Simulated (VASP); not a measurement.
PbO2, 3 atoms in the cell. The structure is cubic, space group Fm-3m (No. 225). Conventional cell: a = 5.318 Å, b = 5.318 Å, c = 5.318 Å, α = 90.00°, β = 90.00°, γ = 90.00°. Pb (site symmetry m-3m) has 8 O at 2.30 Å within 3.0 Å. O (site symmetry -43m) has 4 Pb at 2.30 Å and 6 O at 2.66 Å within 3.0 Å. 

| Item | Value |
| --- | --- |
| Program | VASP 6.6.1 |
| Task | single point |
| Functional | r2SCAN |
| Potentials or basis | VASP PAW PBE potentials, release 64 (Pb_d, O) |
| Cutoff | 520 eV |
| k mesh | 14 × 14 × 14 |
| Occupations | gaussian, width 0.1 eV |
| Spin | no spin polarisation |
| Dipole correction | no |
| Further INCAR settings | ALGO = Normal; EDIFF = 1e-06; NBANDS = 20 |

Potentials or basis: VASP PAW PBE potentials, release 64 (Pb_d, O).

Command:

```bash
$ cat potpaw_PBE.64/Pb_d/POTCAR potpaw_PBE.64/O/POTCAR > POTCAR
$ cp INCAR.step1 INCAR
$ mpirun -np 1 vasp_std > vasp.out
$ cp INCAR.step2 INCAR
$ mpirun -np 1 vasp_std > vasp.out
```

Hardware: 1 thread of Intel(R) Xeon(R) 6975P-C (Granite Rapids) (shared host).

**Question.** How long does it take, and how much memory?

**Answer.** Wall time 2.6 min on 1 thread of Intel(R) Xeon(R) 6975P-C (Granite Rapids), with other jobs on the host, peak memory 0.21 GiB. Counts: k points 104.
